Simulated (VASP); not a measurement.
# KH2 in VASP: further runs

The runs below take KH2 through single point, relaxation of cell and atoms, with PBE.

Everything below comes from runs of VASP 6.6.1. Logs are shortened: lines on timing, memory, paths and dates and some standing lists are left out, and cuts for length are marked.

## 1. The cell of the first run

It takes space group C2/m (No. 12, monoclinic). Conventional cell: a = 7.874 Å, b = 5.112 Å, c = 5.653 Å, α = 90.00°, β = 91.91°, γ = 90.00°. K (site symmetry m) has 11 H at 2.80 to 3.45 Å within 3.7 Å. H (site symmetry m) has 1 H at 0.76 Å within 1.0 Å. H (site symmetry m) has 6 H at 2.45 to 3.34 Å and 5 K at 2.80 to 2.86 Å within 3.4 Å.

## 2. Single point, PBE

INCAR

```
PREC = Accurate ; ENCUT = 520
EDIFF = 1E-6 ; ISMEAR = 0
SIGMA = 0.02 ; LREAL = F
LASPH = T ; NELM = 100
ALGO = Normal ; ISIF = 2
LWAVE = F ; LCHARG = T
GGA = PE ; LELF = T
LVHAR = T ; NBANDS = 20
```

KPOINTS

```
Automatic mesh
0
Gamma
  6 6 4
```

POSCAR

```
KH2
1.0
    3.9370311416     -2.5558288535      0.0012970315
    3.9370311416      2.5558288535      0.0012970315
   -0.1899977031      0.0000000000      5.6495770785
K H
2 4
Direct
    0.8280571444      0.8280571444      0.7475571094
    0.1719428556      0.1719428556      0.2524428906
    0.5389340203      0.5389340203      0.0419238700
    0.1838001199      0.1838001199      0.7481302874
    0.4610659797      0.4610659797      0.9580761300
    0.8161998801      0.8161998801      0.2518697126
```

Potentials or basis: VASP PAW PBE potentials, release 64 (K_sv, H).

Run with:

```bash
> cat potpaw_PBE.64/K_sv/POTCAR potpaw_PBE.64/H/POTCAR > POTCAR
> mpirun -np 1 vasp_std > vasp.out
```

OUTCAR:

```text
PREC = Accurate
   ENCUT = 520
   EDIFF = 1E-6
   ISMEAR = 0
   LREAL = F
   LASPH = T
   NELM = 100
   ISIF = 2
   GGA = PE

 ion  position               nearest neighbor table
   1  0.828  0.828  0.748-
   2  0.172  0.172  0.252-
   3  0.539  0.539  0.042-   5 0.76
   4  0.184  0.184  0.748-
   5  0.461  0.461  0.958-   3 0.76
   6  0.816  0.816  0.252-

  LATTYP: Found a base centered monoclinic cell.
 ALAT       =     7.8740627105
 B/A-ratio  =     0.6491766569
 C/A-ratio  =     0.7178976388
 COS(beta)  =    -0.0332821677

  Lattice vectors:

 A1 = (   3.9370311416,  -2.5558288535,   0.0012970315)
 A2 = (   3.9370311416,   2.5558288535,   0.0012970315)
 A3 = (  -0.1899977031,   0.0000000000,   5.6495770785)

Analysis of symmetry for initial positions (statically):
=====================================================================
 Subroutine PRICEL returns:
 Original cell was already a primitive cell.

 Routine SETGRP: Setting up the symmetry group for a
 base centered monoclinic supercell.

 Subroutine GETGRP returns: Found  4 space group operations
 (whereof  4 operations were pure point group operations)
 out of a pool of  4 trial point group operations.

The static configuration has the point symmetry C_2h.

Analysis of symmetry for dynamics (positions and initial velocities):
=====================================================================
 Subroutine PRICEL returns:
 Original cell was already a primitive cell.

 Routine SETGRP: Setting up the symmetry group for a
 base centered monoclinic supercell.

 Subroutine GETGRP returns: Found  4 space group operations
 (whereof  4 operations were pure point group operations)
 out of a pool of  4 trial point group operations.

The dynamic configuration has the point symmetry C_2h.

 Subroutine INISYM returns: Found  4 space group operations
 (whereof  4 operations are pure point group operations),
 and found     1 'primitive' translations

----------------------------------------------------------------------------------------

                                     Primitive cell

  volume of cell :     113.6976

  direct lattice vectors                    reciprocal lattice vectors
     3.937031142 -2.555828853  0.001297032     0.126997842 -0.195631253  0.004270992
     3.937031142  2.555828853  0.001297032     0.126997842  0.195631253  0.004270992
    -0.189997703  0.000000000  5.649577079    -0.000058312  0.000000000  0.177002439

  length of vectors
     4.693876545  4.693876545  5.652771028     0.233277261  0.233277261  0.177002448

  position of ions in fractional coordinates (direct lattice)
     0.828057144  0.828057144  0.747557109
     0.171942856  0.171942856  0.252442891
     0.538934020  0.538934020  0.041923870
     0.183800120  0.183800120  0.748130287
     0.461065980  0.461065980  0.958076130
     0.816199880  0.816199880  0.251869713

  ion indices of the primitive-cell ions
   primitive index   ion index
                 1           1
                 2           2
                 3           3
                 4           4
                 5           5
                 6           6

----------------------------------------------------------------------------------------

 KPOINTS: Automatic mesh

Automatic generation of k-mesh.
 Grid dimensions read from file:
 generate k-points for:    6    6    4

 Generating k-lattice:

  Cartesian coordinates                     Fractional coordinates (reciprocal lattice)
     0.021166307 -0.032605209  0.000711832     0.166666667 -0.000000000  0.000000000
     0.021166307  0.032605209  0.000711832    -0.000000000  0.166666667  0.000000000
    -0.000014578  0.000000000  0.044250610    -0.000000000 -0.000000000  0.250000000

  Length of vectors
     0.038879543  0.038879543  0.044250612

  Shift w.r.t. Gamma in fractional coordinates (k-lattice)
     0.000000000  0.000000000  0.000000000

 Subroutine IBZKPT returns following result:
 ===========================================

 Found     47 irreducible k-points:

 Following reciprocal coordinates:
            Coordinates               Weight
  0.000000  0.000000  0.000000      1.000000
  0.166667 -0.000000 -0.000000      4.000000
  0.333333 -0.000000 -0.000000      4.000000
  0.500000 -0.000000 -0.000000      2.000000
  0.166667  0.166667 -0.000000      2.000000
  0.333333  0.166667 -0.000000      4.000000
[... 16 lines left out ...]
 -0.333333  0.166667  0.250000      4.000000
 -0.166667  0.166667  0.250000      4.000000
 [... further k-points ...]
   k-points           NKPTS =     47   k-points in BZ     NKDIM =     47   number of bands    NBANDS=     20
   number of dos      NEDOS =    301   number of ions     NIONS =      6
   total plane-waves  NPLWV =  54432
   dimension x,y,z NGX =    36 NGY =   36 NGZ =   42
   dimension x,y,z NGXF=    72 NGYF=   72 NGZF=   84
   ions per type =               2   4
   NGX,Y,Z   is equivalent  to a cutoff of  12.75, 12.75, 12.35 a.u.
   NGXF,Y,Z  is equivalent  to a cutoff of  25.50, 25.50, 24.70 a.u.
 SYSTEM =  unknown system
   PREC   = accura    normal or accurate (medium, high low for compatibility)
   ISTART =      0    job   : 0-new  1-cont  2-samecut
   ICHARG =      2    charge: 1-file 2-atom 10-const
   ISPIN  =      1    spin polarized calculation?
   LNONCOLLINEAR =      F non collinear calculations
   LSORBIT =      F    spin-orbit coupling
   LASPH  =      T    aspherical Exc in radial PAW
   ENCUT  =  520.0 eV  38.22 Ry    6.18 a.u.   8.73  8.73 10.51*2*pi/ulx,y,z
   NELM   =    100;   NELMIN=  2; NELMDL= -5     # of ELM steps
   EDIFF  = 0.1E-05   stopping-criterion for ELM
   LREAL  =      F    real-space projection
   EDIFFG = 0.1E-04   stopping-criterion for IOM
   NSW    =      0    number of steps for IOM
   IBRION =     -1    ionic relax: 0-MD 1-quasi-New 2-CG
   NFREE  =      0    steps in history (QN), initial steepest desc. (CG)
   ISIF   =      2    stress and relaxation
   ISYM   =      2    0-nonsym 1-usesym 2-fastsym
   POTIM  = 0.5000    time-step for ionic-motion
   TEBEG  =    0.0;   TEEND  =   0.0 temperature during run
   PSTRESS=    0.0 pullay stress
   NELECT =      22.0000    total number of electrons
   NUPDOWN=      -1.0000    fix difference up-down
   EMIN   =  10.00;   EMAX   =-10.00  energy-range for DOS
   EFERMI =   0.00;   METHOD = LEGACY
   ISMEAR =     0;   SIGMA  =   0.02  broadening in eV -4-tet -1-fermi 0-gaus
   EFERMI_NEDOS =   21; number of points for ismear=-14 and -15
   IALGO  =     38    algorithm
   IMIX   =      4    mixing-type and parameters
     AMIX     =   0.40;   BMIX     =  1.00
     AMIX_MAG =   1.60;   BMIX_MAG =  1.00
  volume/ion in A,a.u.               =      18.95       127.88
  Fermi-wavevector in a.u.,A,eV,Ry     =   0.946888  1.789359 12.198941  0.896597
  Thomas-Fermi vector in A             =   2.074929
   LORBIT       =      0    0 simple, 1 ext, 2 COOP (PROOUT), +10 PAW based schemes
   GGA     = PE    functional components
   LHFCALC =     F    Hartree Fock is set to
   AEXX    =    0.0000 exact exchange contribution
   IVDW    =     0    specifies the selected vdW correction
   LEPSILON=     F    determine dielectric tensor
   LRPA    =     F    only Hartree local field effects (RPA)
 non-spin polarized calculation
 Gauss-broadening in eV      SIGMA  =   0.02
  energy-cutoff  :      520.00
  volume of cell :      113.70
 maximum number of plane-waves:      3079
   NGX = 17   NGY = 17   NGZ = 21

 number of electron      22.0000001 magnetization

 Free energy of the ion-electron system (eV)
  ---------------------------------------------------
  ext. energy  EPLUGINS =         0.00000000
  ---------------------------------------------------
  free energy    TOTEN  =       -16.28096599 eV

  energy without entropy =      -16.28096599  energy(sigma->0) =      -16.28096599

 E-fermi :  -1.6137     XC(G=0):  -6.8023

 val. band max:       -1.7726437918   @ k =  -0.3333   0.3333   0.5000
 cond. band min:       1.4618572477   @ k =   0.5000  -0.0000   0.5000
 fundamental gap:      3.2345010395
 Fermi energy:        -1.6136823128

 k-point     1 :       0.0000    0.0000    0.0000
  band No.  band energies     occupation
      1     -30.9306      2.00000
      2     -30.8941      2.00000
      3     -14.5358      2.00000
      4     -14.4528      2.00000
      5     -14.4399      2.00000
      6     -14.3730      2.00000
[... 12 lines left out ...]
     19       5.6935      0.00000
     20       6.7981      0.00000

 k-point     2 :       0.1667   -0.0000   -0.0000
  band No.  band energies     occupation
      1     -30.9280      2.00000
      2     -30.8956      2.00000
      3     -14.5204      2.00000
      4     -14.4626      2.00000
      5     -14.4487      2.00000
      6     -14.3806      2.00000
[... 12 lines left out ...]
     19       6.1295      0.00000
     20       6.7719      0.00000

 k-point     3 :       0.3333   -0.0000   -0.0000
  band No.  band energies     occupation
      1     -30.9218      2.00000
      2     -30.8998      2.00000
      3     -14.4913      2.00000
      4     -14.4822      2.00000
      5     -14.4625      2.00000
      6     -14.4046      2.00000
[... 12 lines left out ...]
     19       6.0777      0.00000
     20       6.7635      0.00000

 k-point     4 :       0.5000   -0.0000   -0.0000
  band No.  band energies     occupation
      1     -30.9174      2.00000
      2     -30.9032      2.00000
      3     -14.4993      2.00000
      4     -14.4882      2.00000
      5     -14.4449      2.00000
      6     -14.4126      2.00000
[... 12 lines left out ...]
     19       6.2825      0.00000
     20       6.6917      0.00000

 k-point     5 :       0.1667    0.1667   -0.0000
  band No.  band energies     occupation
      1     -30.9275      2.00000
      2     -30.8957      2.00000
      3     -14.5189      2.00000
      4     -14.4647      2.00000
      5     -14.4514      2.00000
      6     -14.3931      2.00000
[... 12 lines left out ...]
     19       5.8205      0.00000
     20       7.1187      0.00000

 k-point     6 :       0.3333    0.1667   -0.0000
  band No.  band energies     occupation
      1     -30.9226      2.00000
      2     -30.8988      2.00000
      3     -14.5002      2.00000
      4     -14.4731      2.00000
      5     -14.4695      2.00000
      6     -14.4068      2.00000
[... 12 lines left out ...]
     19       6.2889      0.00000
     20       7.3963      0.00000

 k-point     7 :       0.5000    0.1667    0.0000
  band No.  band energies     occupation
      1     -30.9165      2.00000
      2     -30.9036      2.00000
      3     -14.5146      2.00000
      4     -14.4749      2.00000
      5     -14.4420      2.00000
      6     -14.4169      2.00000
[... 12 lines left out ...]
     19       6.6200      0.00000
     20       6.9159      0.00000
[... 277 lines left out ...]
 k-point    20 :       0.1667    0.1667    0.2500
  band No.  band energies     occupation
      1     -30.9220      2.00000
      2     -30.9011      2.00000
      3     -14.5036      2.00000
      4     -14.4542      2.00000
      5     -14.4387      2.00000
      6     -14.4096      2.00000
[... 12 lines left out ...]
     19       5.9969      0.00000
     20       6.4675      0.00000

 k-point    21 :       0.3333    0.1667    0.2500
  band No.  band energies     occupation
      1     -30.9180      2.00000
      2     -30.9033      2.00000
      3     -14.5193      2.00000
      4     -14.4880      2.00000
      5     -14.4327      2.00000
      6     -14.4073      2.00000
[... 12 lines left out ...]
     19       6.2770      0.00000
     20       7.0326      0.00000

 k-point    22 :       0.5000    0.1667    0.2500
  band No.  band energies     occupation
      1     -30.9136      2.00000
      2     -30.9064      2.00000
      3     -14.5354      2.00000
      4     -14.5067      2.00000
      5     -14.4556      2.00000
      6     -14.3803      2.00000
[... 12 lines left out ...]
     19       6.5688      0.00000
     20       7.1157      0.00000

 k-point    23 :      -0.3333    0.1667    0.2500
  band No.  band energies     occupation
      1     -30.9154      2.00000
      2     -30.9051      2.00000
      3     -14.5312      2.00000
      4     -14.4887      2.00000
      5     -14.4763      2.00000
      6     -14.3864      2.00000
[... 12 lines left out ...]
     19       6.4028      0.00000
     20       6.8668      0.00000

 k-point    24 :      -0.1667    0.1667    0.2500
  band No.  band energies     occupation
      1     -30.9201      2.00000
      2     -30.9021      2.00000
      3     -14.5238      2.00000
      4     -14.4684      2.00000
      5     -14.4453      2.00000
      6     -14.3930      2.00000
[... 12 lines left out ...]
     19       6.0060      0.00000
     20       6.8936      0.00000

 [... further k-points ...]

------------------------ aborting loop because EDIFF is reached ----------------------------------------

  FORCE on cell =-STRESS in cart. coord.  units (eV):
  Direction    XX          YY          ZZ          XY          YZ          ZX
  --------------------------------------------------------------------------------------
  -------------------------------------------------------------------------------------
  Total       -0.0466196     -0.0257326     -0.0367994      0.0000000      0.0000000     -0.0062001
  in kB       -0.6569428     -0.3626125     -0.5185609      0.0000000      0.0000000     -0.0873688
  external PRESSURE =      -0.5127054 kB  Pullay stress =       0.0000000 kB

 VOLUME and BASIS-vectors are now :
 -----------------------------------------------------------------------------
  energy-cutoff  :      520.00
  volume of cell :      113.70
      direct lattice vectors                 reciprocal lattice vectors
     3.937031142 -2.555828853  0.001297032     0.126997842 -0.195631253  0.004270992
     3.937031142  2.555828853  0.001297032     0.126997842  0.195631253  0.004270992
    -0.189997703  0.000000000  5.649577079    -0.000058312  0.000000000  0.177002439

 POSITION                                       TOTAL-FORCE (eV/Angst)
 -----------------------------------------------------------------------------------
      6.37814      0.00000      4.22553         0.000129      0.000000     -0.000603
      1.30593      0.00000      1.42664        -0.000129      0.000000      0.000603
      4.23563      0.00000      0.23825        -0.009774      0.000000     -0.007017
      1.30511      0.00000      4.22710         0.000203      0.000000     -0.000169
      3.44843      0.00000      5.41392         0.009774      0.000000      0.007017
      6.37895      0.00000      1.42507        -0.000203      0.000000      0.000169
 -----------------------------------------------------------------------------------
    total drift:                                0.000000      0.000000      0.000000

  FREE ENERGIE OF THE ION-ELECTRON SYSTEM (eV)
  ---------------------------------------------------
  free  energy   TOTEN  =       -16.2809659934 eV

  energy  without entropy=      -16.2809659934  energy(sigma->0) =      -16.28096599
```

Run time: 1.7 min. Hardware: 1 thread of Intel Xeon 8259CL, shared host; peak memory 0.27 GiB.

What came out:

```yaml
Free_energy: -16.2810 eV
Pressure: -0.1 GPa
Largest_force: 0.012 eV/Å
Band_gap_on_the_k_mesh: 3.23 eV (least direct gap 3.30 eV)
```

Forces on the atoms (eV/Å):
```
K    0.000  0.000 -0.001
K    0.000  0.000  0.001
H   -0.010  0.000 -0.007
H    0.000  0.000  0.000
H    0.010  0.000  0.007
H    0.000  0.000  0.000
```

Levels at points of the mesh, in eV from the valence-band top:
```tsv
k point	band 8	band 9	band 10	band 11	band 12	band 13	band 14	band 15
(0.00, 0.00, 0.00)	-12.51	-6.49	-0.94	-0.31	5.41	5.49	5.56	6.68
(0.50, 0.00, 0.00)	-12.58	-6.34	-0.73	-0.11	4.40	4.89	5.74	6.30
(0.50, 0.50, 0.00)	-12.57	-6.32	-0.77	-0.17	4.53	5.10	5.65	6.25
(0.00, 0.00, 0.50)	-12.61	-6.45	-0.84	-0.05	5.05	5.34	5.54	5.85
(0.50, 0.00, 0.50)	-12.55	-6.33	-0.21	-0.07	3.23	5.08	5.16	6.05
(0.50, 0.50, 0.50)	-12.56	-6.32	-0.28	-0.08	3.28	5.19	5.55	5.57
```

## 3. Single point, PBE

INCAR

```
PREC = Accurate
ENCUT = 520
EDIFF = 1E-7
ISMEAR = 0
SIGMA = 0.1
LREAL = F
LASPH = T
NELM = 60
ALGO = Normal
ISIF = 2
LWAVE = F
LCHARG = F
GGA = PE
NBANDS = 20
```

KPOINTS is that of step 2.

POSCAR

```
KH2
1.0
   -2.3763955497      4.0291744673     -0.2302235109
    1.5461304738     -1.5521891487     -4.1599851970
   -4.9058634692     -2.7366531858     -0.6257117032
K H
2 4
Direct
    1.0789702581      1.1727522510      1.0022698602
    0.4209221516     -0.1726384375      0.4978033355
    0.7880769055      0.4595571501      0.7082183418
    0.4339532318      0.8161987760      0.0015694605
    0.7121381346      0.5402139220      0.7914900061
    0.0659393183      0.1839163384      0.4986489958
```

Potentials or basis: VASP PAW PBE potentials, release 64 (K_sv, H).

Run with:

```bash
> cat potpaw_PBE.64/K_sv/POTCAR potpaw_PBE.64/H/POTCAR > POTCAR
> mpirun -np 1 vasp_std > vasp.out
```

It took 2.6 min on 1 thread of Intel Xeon 8259CL, shared host; peak memory 0.31 GiB.

It converged, with:

* Free energy: -16.2809 eV
* Pressure: 0.0 GPa
* Largest force: 0.026 eV/Å
* Band gap on the k mesh: 3.24 eV (least direct gap 3.30 eV)

Forces on the atoms (eV/Å):
```
K   -0.004 -0.002  0.000
K    0.003  0.002  0.000
H   -0.001 -0.022 -0.015
H   -0.002 -0.002 -0.001
H    0.001  0.021  0.014
H    0.003  0.002  0.001
```

Levels at points of the mesh, in eV from the valence-band top:
```tsv
k point	band 9	band 10	band 11	band 12	band 13	band 14
(0.00, 0.00, 0.00)	-6.49	-0.94	-0.31	5.40	5.50	5.56
(0.50, 0.00, 0.00)	-6.33	-0.72	-0.11	4.40	4.88	5.75
(0.00, 0.50, 0.00)	-6.34	-0.73	-0.11	4.40	4.91	5.73
(0.50, 0.50, 0.00)	-6.32	-0.78	-0.17	4.53	5.10	5.65
(0.00, 0.00, 0.50)	-6.44	-0.84	-0.05	5.04	5.34	5.54
(0.50, 0.00, 0.50)	-6.33	-0.20	-0.07	3.24	5.08	5.15
(0.00, 0.50, 0.50)	-6.33	-0.21	-0.07	3.24	5.08	5.16
(0.50, 0.50, 0.50)	-6.31	-0.28	-0.08	3.28	5.19	5.55
```

[end of part 1 of 2]
